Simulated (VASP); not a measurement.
# GaAs (F-43m) in VASP: notebook, part 2 of 2

VASP 6.6.1.

### 3 Relaxation of volume and atoms at fixed shape, PBEsol

This run uses another cell than the first one, of 22.59 Å³/atom.

INCAR

```
  PREC = Accurate
  ENCUT = 500
  EDIFF = 1E-7
  ISMEAR = -1
  SIGMA = 0.02
  LREAL = F
  LASPH = T
  NELM = 120
  ALGO = Normal
  ISIF = 8
  LWAVE = F
  LCHARG = F
  GGA = PS
  IBRION = 2
  NSW = 60
  EDIFFG = -0.01
  GGA_COMPAT = F
  NELMIN = 4
```

KPOINTS

```
Automatic mesh
0
Gamma
  4 4 4
```

POSCAR

```
GaAs
1.0
    0.0000000000      2.8268500000      2.8268500000
    2.8268500000      0.0000000000      2.8268500000
    2.8268500000      2.8268500000      0.0000000000
Ga As
1 1
Direct
    0.0000000000      0.0000000000      0.0000000000
    0.7500000000      0.7500000000      0.7500000000
```

Potentials or basis: VASP PAW PBE potentials, release 64 (Ga_d, As).

On the command line:

```sh
> cat potpaw_PBE.64/Ga_d/POTCAR potpaw_PBE.64/As/POTCAR > POTCAR
> mpirun -np 1 vasp_std > vasp.out
```

OUTCAR:

```text
PREC = Accurate
   ENCUT = 500
   EDIFF = 1E-7
   ISMEAR = -1
   LREAL = F
   LASPH = T
   NELM = 120
   ISIF = 8
   GGA = PS
   IBRION = 2
   NSW = 60
   EDIFFG = -0.01
   NELMIN = 4

 ion  position               nearest neighbor table
   1  0.000  0.000  0.000-   2 2.45   2 2.45   2 2.45   2 2.45
   2  0.750  0.750  0.750-   1 2.45   1 2.45   1 2.45   1 2.45

  LATTYP: Found a face centered cubic cell.
 ALAT       =     5.6537000000

  Lattice vectors:

 A1 = (   0.0000000000,   2.8268500000,   2.8268500000)
 A2 = (   2.8268500000,   0.0000000000,   2.8268500000)
 A3 = (   2.8268500000,   2.8268500000,   0.0000000000)

Analysis of symmetry for initial positions (statically):
=====================================================================
 Subroutine PRICEL returns:
 Original cell was already a primitive cell.

 Routine SETGRP: Setting up the symmetry group for a
 face centered cubic supercell.

 Subroutine GETGRP returns: Found 24 space group operations
 (whereof 24 operations were pure point group operations)
 out of a pool of 48 trial point group operations.

The static configuration has the point symmetry T_d .
[... 136 lines left out ...]

 number of electron      17.9999995 magnetization

 Free energy of the ion-electron system (eV)
  ---------------------------------------------------
  ext. energy  EPLUGINS =         0.00000000
  ---------------------------------------------------
  free energy    TOTEN  =        -8.90549642 eV

  energy without entropy =       -8.90549600  energy(sigma->0) =       -8.90549621

------------------------ aborting loop because EDIFF is reached ----------------------------------------

  FORCE on cell =-STRESS in cart. coord.  units (eV):
  Direction    XX          YY          ZZ          XY          YZ          ZX
  --------------------------------------------------------------------------------------
  -------------------------------------------------------------------------------------
  Total        0.1719387      0.1719387      0.1719387     -0.0000000      0.0000000     -0.0000000
  in kB        6.0974167      6.0974167      6.0974167     -0.0000000      0.0000000     -0.0000000
  external PRESSURE =       6.0974167 kB  Pullay stress =       0.0000000 kB
[... 59 lines left out ...]
--------------------------------------- Ionic step        3  -------------------------------------------

 number of electron      17.9999989 magnetization

 Free energy of the ion-electron system (eV)
  ---------------------------------------------------
  ext. energy  EPLUGINS =         0.00000000
  ---------------------------------------------------
  free energy    TOTEN  =        -8.90621777 eV

  energy without entropy =       -8.90621597  energy(sigma->0) =       -8.90621687

 E-fermi :   3.9775     XC(G=0):  -9.7110

 val. band max:        3.7777458949   @ k =   0.0000   0.0000   0.0000
 cond. band min:       4.1552854887   @ k =   0.0000   0.0000   0.0000
 fundamental gap:      0.3775395938
 Fermi energy:         3.9775027105

 k-point     1 :       0.0000    0.0000    0.0000
  band No.  band energies     occupation
      1     -11.0418      2.00000
      2     -11.0418      2.00000
      3     -11.0418      2.00000
      4     -10.9654      2.00000
      5     -10.9654      2.00000
      6      -8.9181      2.00000
      7       3.7777      1.99991
      8       3.7777      1.99991
      9       3.7777      1.99991
     10       4.1553      0.00028
     11       7.4277      0.00000
     12       7.4277      0.00000
     13       7.4277      0.00000
[... 139 lines left out ...]
  FREE ENERGIE OF THE ION-ELECTRON SYSTEM (eV)
  ---------------------------------------------------
  free  energy   TOTEN  =        -8.9062177689 eV

  energy  without entropy=       -8.9062159701  energy(sigma->0) =       -8.90621687

 reached required accuracy - stopping structural energy minimisation
```

OSZICAR:

```text
N       E                     dE             d eps       ncg     rms          rms(c)
DAV:   1     0.745090726461E+02    0.74509E+02   -0.91465E+03   216   0.184E+03
DAV:   2    -0.307421691517E+01   -0.77583E+02   -0.74992E+02   218   0.308E+02
DAV:   3    -0.903579346220E+01   -0.59616E+01   -0.59308E+01   268   0.732E+01
[... 23 lines left out ...]
DAV:   2    -0.890673461653E+01    0.18783E-02   -0.34905E-03   268   0.143E+00    0.129E-01
DAV:   3    -0.890626636722E+01    0.46825E-03   -0.57151E-04   268   0.491E-01    0.287E-02
DAV:   4    -0.890622375559E+01    0.42612E-04   -0.51822E-05   252   0.109E-01    0.964E-03
DAV:   5    -0.890621785327E+01    0.59023E-05   -0.36903E-06   239   0.292E-02    0.226E-03
DAV:   6    -0.890621776888E+01    0.84386E-07   -0.30199E-07   208   0.806E-03
   3 F= -.89062178E+01 E0= -.89062169E+01  d E =-.721348E-03
```

CONTCAR:

```text
GaAs
   1.00000000000000
     0.0000000000000000    2.8348423240824063    2.8348423240824063
     2.8348423240824063    0.0000000000000000    2.8348423240824063
     2.8348423240824063    2.8348423240824063    0.0000000000000000
  Ga              As
     1     1
Direct
     0.0000000000000000    0.0000000000000000    0.0000000000000000
     0.7500000000000000    0.7500000000000000    0.7500000000000000

  0.00000000E+00  0.00000000E+00  0.00000000E+00
  0.00000000E+00  0.00000000E+00  0.00000000E+00
```

It took 29 s on 1 thread of Intel Xeon Platinum 8375C at 2.90GHz (Ice Lake), shared host; peak memory 0.16 GiB.

What came out:

```
Free energy                           : -8.9062 eV
Relaxed volume                        : 22.78 Å³/atom
Relaxed cell                          : a = 4.009 Å, b = 4.009 Å, c = 4.009 Å, α = 60.00°, β = 60.00°, γ = 60.00°
Space group after relaxing (to 0.1 Å) : F-43m (No. 216)
Energy gained by relaxing             : 0.4 meV/atom
Ionic steps                           : 3
Pressure after relaxing               : 0.0 GPa
Band gap on the k mesh                : 0.38 eV
```

Step by step:
```tsv
step	energy change (eV)	largest force (eV/Å)	pressure (GPa)	volume (Å³)
1	0.0000	0.0000	0.61	45.18
2	-0.0006	0.0000	-0.27	45.74
3	-0.0007	0.0000	0.03	45.56
```

Final structure:
```yaml
crystal:
  lattice:
    - [0.00000, 2.83484, 2.83484]
    - [2.83484, 0.00000, 2.83484]
    - [2.83484, 2.83484, 0.00000]
  atoms:
    - { symbol: Ga, position: [0.00000, 0.00000, 0.00000] }
    - { symbol: As, position: [0.75000, 0.75000, 0.75000] }
```

Caveat: the k points lie up to 0.48 Å⁻¹ apart in the final cell; the PAW data sets were made with another functional, which shifts forces and pressure a little. Zero-point motion and thermal expansion aren't in these numbers.
